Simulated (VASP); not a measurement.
# SnPb3Se4 (Pm-3m) in VASP: a series of runs, part 2 of 2

VASP 6.6.1. Earlier steps stand in the parts before.

**3. Single point, PBEsol**

This run uses another cell than the first one, of 27.92 Å³/atom.

Contents of INCAR:

```
PREC = Accurate ; ENCUT = 520
EDIFF = 1E-6 ; ISMEAR = 0
SIGMA = 0.1 ; LREAL = False
LASPH = True ; NELM = 80
ALGO = Normal ; ISIF = 2
LWAVE = False ; LCHARG = False
GGA = PS ; NBANDS = 50
```

Contents of KPOINTS:

```
regular mesh
0
Gamma
  6 6 6
```

Contents of POSCAR:

```
SnPb3Se4
1.0
    6.0675063065      0.0000000000      0.0000000000
    0.0000000000     -6.0675063065      0.0000000000
    0.0000000000      0.0000000000     -6.0675063065
Sn Pb Se
1 3 4
Direct
    0.0000000000      0.5000000000      0.5000000000
    0.5000000000      0.0000000000      0.5000000000
    0.5000000000      0.5000000000      0.0000000000
    0.0000000000      0.0000000000      0.0000000000
    0.5000000000      0.0000000000      0.0000000000
    0.0000000000      0.5000000000      0.0000000000
    0.0000000000      0.0000000000      0.5000000000
    0.5000000000      0.5000000000      0.5000000000
```

Potentials or basis: VASP PAW PBE potentials, release 64 (Sn_d, Pb_d, Se).

The run is started by

```bash
> cat potpaw_PBE.64/Sn_d/POTCAR potpaw_PBE.64/Pb_d/POTCAR potpaw_PBE.64/Se/POTCAR > POTCAR
> mpirun -np 1 vasp_std > vasp.out
```

OUTCAR:

```text
PREC = Accurate
   ENCUT = 520
   EDIFF = 1E-6
   ISMEAR = 0
   LREAL = False
   LASPH = True
   NELM = 80
   ISIF = 2
   GGA = PS

 ion  position               nearest neighbor table
   1  0.000  0.500  0.500-   6 3.03   7 3.03   8 3.03   6 3.03   7 3.03   8 3.03
   2  0.500  0.000  0.500-   5 3.03   7 3.03   8 3.03   5 3.03   8 3.03   7 3.03
   3  0.500  0.500  0.000-   5 3.03   6 3.03   8 3.03   8 3.03   5 3.03   6 3.03
   4  0.000  0.000  0.000-   5 3.03   6 3.03   7 3.03   7 3.03   6 3.03   5 3.03
[... 1271 lines left out ...]
  Total       -0.0185007     -0.0185007     -0.0185007      0.0000000      0.0000000     -0.0000000
  in kB       -0.1326989     -0.1326989     -0.1326989      0.0000000      0.0000000     -0.0000000
  external PRESSURE =      -0.1326989 kB  Pullay stress =       0.0000000 kB

 VOLUME and BASIS-vectors are now :
 -----------------------------------------------------------------------------
  energy-cutoff  :      520.00
  volume of cell :      223.37
      direct lattice vectors                 reciprocal lattice vectors
     6.067506307  0.000000000  0.000000000     0.164812354  0.000000000  0.000000000
     0.000000000 -6.067506307  0.000000000     0.000000000 -0.164812354  0.000000000
     0.000000000  0.000000000 -6.067506307     0.000000000  0.000000000 -0.164812354

 POSITION                                       TOTAL-FORCE (eV/Angst)
 -----------------------------------------------------------------------------------
      0.00000     -3.03375     -3.03375         0.000000      0.000000      0.000000
      3.03375      0.00000     -3.03375         0.000000      0.000000      0.000000
      3.03375     -3.03375      0.00000         0.000000      0.000000      0.000000
      0.00000      0.00000      0.00000         0.000000      0.000000      0.000000
      3.03375      0.00000      0.00000         0.000000      0.000000      0.000000
      0.00000     -3.03375      0.00000         0.000000      0.000000      0.000000
      0.00000      0.00000     -3.03375         0.000000      0.000000      0.000000
      3.03375     -3.03375     -3.03375         0.000000      0.000000      0.000000
 -----------------------------------------------------------------------------------
    total drift:                                0.000000     -0.000000      0.000000

  FREE ENERGIE OF THE ION-ELECTRON SYSTEM (eV)
  ---------------------------------------------------
  free  energy   TOTEN  =       -35.6916681488 eV

  energy  without entropy=      -35.6894238201  energy(sigma->0) =      -35.69054598
```

stdout:

```text
POSCAR found type information on POSCAR SnPbSe
 POSCAR found :  3 types and       8 ions
 scaLAPACK will be used
 -----------------------------------------------------------------------------
|                                                                             |
|                                                                             |
|     You enforced a specific xc type in the INCAR file but a different       |
|     I HOPE YOU KNOW WHAT YOU ARE DOING!                                     |
|                                                                             |
 -----------------------------------------------------------------------------

 LDA part: xc-table for (Slater+PW92), standard interpolation
 POSCAR, INCAR and KPOINTS ok, starting setup
 FFT: planning ... GRIDC
 FFT: planning ... GRID_SOFT
 FFT: planning ... GRID
 WAVECAR not read
 entering main loop
```

It took 2.4 min on 1 thread of Intel Xeon 6975P-C (Granite Rapids), shared host; peak memory 0.44 GiB.

Results:

| Quantity | Value |
| --- | --- |
| Free energy | -35.6917 eV |
| Pressure | 0.0 GPa |
| Band gap on the k mesh | zero (filled and empty bands touch) |

Caveat: semilocal functionals underestimate gaps, and a narrow one can read as zero; the PAW data sets were made with another functional, which shifts forces and pressure a little; spin-orbit coupling is left out, which moves the levels of the heavy elements.

**4. Relaxation of cell and atoms, PBEsol**

This run uses another cell than the first one, of 27.92 Å³/atom.

Contents of INCAR:

```
PREC = Accurate
ENCUT = 600
EDIFF = 1E-7
ISMEAR = 0
SIGMA = 0.1
LREAL = F
LASPH = T
NELM = 80
ALGO = Normal
ISIF = 3
LWAVE = F
LCHARG = F
GGA = PS
IBRION = 2
NSW = 70
EDIFFG = -0.0015
```

KPOINTS is that of step 3.

POSCAR is that of step 3.

The run is started by

```bash
> cat potpaw_PBE.64/Sn_d/POTCAR potpaw_PBE.64/Pb_d/POTCAR potpaw_PBE.64/Se/POTCAR > POTCAR
> mpirun -np 1 vasp_std > vasp.out
```

Run time: 5 min. Hardware: 1 thread of Intel Xeon 6975P-C (Granite Rapids), shared host; peak memory 0.49 GiB.

It converged, with:

```yaml
Free_energy: -35.6924 eV
Relaxed_volume: 27.94 Å³/atom
Relaxed_cell: a = 6.068 Å, b = 6.068 Å, c = 6.068 Å, α = 90.00°, β = 90.00°, γ = 90.00°
Space_group_after_relaxing_to_0.1_Å: Pm-3m (No. 221)
Energy_gained_by_relaxing: 0.0 meV/atom
Ionic_steps: 3
Pressure_after_relaxing: 0.0 GPa
Band_gap_on_the_k_mesh: zero (filled and empty bands touch)
```

Final structure:
```cif
data_structure
_symmetry_space_group_name_H-M 'P 1'
_symmetry_Int_Tables_number 1
_cell_length_a 6.0685
_cell_length_b 6.0685
_cell_length_c 6.0685
_cell_angle_alpha 90.000
_cell_angle_beta 90.000
_cell_angle_gamma 90.000
_cell_volume 223.48
loop_
_atom_site_label
_atom_site_type_symbol
_atom_site_fract_x
_atom_site_fract_y
_atom_site_fract_z
_atom_site_occupancy
Sn1 Sn 0.00000 0.50000 0.50000 1
Pb1 Pb 0.50000 0.00000 0.50000 1
Pb2 Pb 0.50000 0.50000 0.00000 1
Pb3 Pb 0.00000 0.00000 0.00000 1
Se1 Se 0.50000 0.00000 0.00000 1
Se2 Se 0.00000 0.50000 0.00000 1
Se3 Se 0.00000 0.00000 0.50000 1
Se4 Se 0.50000 0.50000 0.50000 1
```

Levels at points of the mesh, in eV from the Fermi level:
```csv
k point,band 37,band 38,band 39,band 40,band 41,band 42,band 43,band 44
"(0.00, 0.00, 0.00)",-3.53,-2.12,-2.12,-2.12,3.25,3.25,3.25,4.47
"(0.50, 0.00, 0.00)",-1.87,-1.76,-0.96,-0.87,1.52,1.70,2.16,2.25
"(0.50, 0.50, 0.00)",-0.98,-0.96,-0.96,-0.59,1.10,1.10,1.19,1.25
"(0.50, 0.50, 0.50)",-0.12,-0.12,-0.12,-0.03,-0.03,-0.03,0.03,0.54
```

Caveat: semilocal functionals underestimate gaps, and a narrow one can read as zero; the PAW data sets were made with another functional, which shifts forces and pressure a little; spin-orbit coupling is left out, which moves the levels of the heavy elements.

**5. The runs side by side**

| task | cell | k mesh | cutoff (eV) | gap on the mesh (eV) | pressure (GPa) |
| --- | --- | --- | --- | --- | --- |
| single point | a = 6.096 Å, 8 atoms | 4 × 4 × 4 | 520 | none | -0.7 |
| single point | a = 6.068 Å, 8 atoms | 6 × 6 × 6 | 520 | none | 0.0 |
| relaxation of cell and atoms | relaxed from a = 6.068 Å, 8 atoms | 6 × 6 × 6 | 600 | none | 0.0 |

Alike in all rows: level PBEsol; potentials or basis VASP PAW PBE potentials, release 64 (Sn_d, Pb_d, Se); no spin polarisation; smearing gaussian 0.1 eV.

Caveats: semilocal functionals underestimate gaps, and a narrow one can read as zero; the PAW data sets were made with another functional, which shifts forces and pressure a little; spin-orbit coupling is left out, which moves the levels of the heavy elements.

Absolute energies hang on the potentials; compare differences alone.
